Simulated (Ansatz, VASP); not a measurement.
**BAs: VASP beside Ansatz**

File POSCAR:

```
BAs
1.0
    0.0000000000      2.3562190158      2.3562190158
    2.3562190158      0.0000000000      2.3562190158
    2.3562190158      2.3562190158      0.0000000000
As B
1 1
Direct
    0.7500000000      0.7500000000      0.7500000000
    0.0000000000      0.0000000000      0.0000000000
```

File INCAR.step1:

```
SYSTEM = BAs
  PREC = Accurate
  ENCUT = 520
  ISMEAR = -1
  SIGMA = 0.05
  LREAL = .FALSE.
  LASPH = .TRUE.
  NELM = 100
  NBANDS = 11
  GGA = PE
  ALGO = Normal
  EDIFF = 1E-4
  LWAVE = .TRUE.
  LCHARG = .FALSE.
```

The input INCAR.step2:

```
SYSTEM = BAs
  PREC = Accurate
  ENCUT = 520
  EDIFF = 1E-6
  ISMEAR = -1
  SIGMA = 0.05
  LREAL = .FALSE.
  LASPH = .TRUE.
  NELM = 100
  ALGO = Normal
  ISIF = 2
  LWAVE = .FALSE.
  LCHARG = .FALSE.
  METAGGA = R2SCAN
  LMIXTAU = .TRUE.
  LUSE_VDW = .TRUE.
  IVDW_NL = 2
  BPARAM = 11.95
  CPARAM = 0.0093
  NBANDS = 11
  ISTART = 1
```

The input KPOINTS:

```
regular mesh
0
G
  10 10 10
  0 0 0
```

File input.yaml:

```yaml
crystal:
  lattice:
    - [0.0, 2.3562190158, 2.3562190158]
    - [2.3562190158, 0.0, 2.3562190158]
    - [2.3562190158, 2.3562190158, 0.0]
  atoms:
    - { symbol: As, position: [0.75, 0.75, 0.75] }
    - { symbol: B, position: [0.0, 0.0, 0.0] }
hamiltonian:
  xc: r2scan
  pseudopotentials: { kind: paw }
  dispersion: rvv10
kpoints:
  mp_grid: { grid: [10, 10, 10] }
scf:
  occupations: { method: fermi_dirac, width: 0.05 }
output:
  forces: true
  stress: true
  eigenvalues: true
```

Alike in both runs: task single point; functional r2SCAN; dispersion rVV10; k mesh 10 × 10 × 10; occupations fermi-dirac, width 0.05 eV; no spin polarisation.

```csv
,VASP,Ansatz
version,VASP 6.6.1,Ansatz 0.2.0
potentials or method,"VASP PAW PBE potentials, release 64 (As, B)",Ansatz PAW
plane-wave cutoff (eV),520,500
valence electrons in the cell,8,18
```

Ansatz gave:

| Quantity | Value |
| --- | --- |
| gap on the k mesh at the Fermi level (eV) | 1.29 |
| least direct gap on the mesh (eV) | 3.48 |
| pressure (GPa) | 6.1 |

Problem. Which values does VASP return?

Solution. gap on the k mesh at the Fermi level (eV): 1.29; least direct gap on the mesh (eV): 3.49; pressure (GPa): 6.7.

VASP's potentials were made for PBE, not for r2SCAN. VASP's potentials hold 8 valence electrons a cell and Ansatz's 18, so a difference there can come from the potentials and not from the codes.
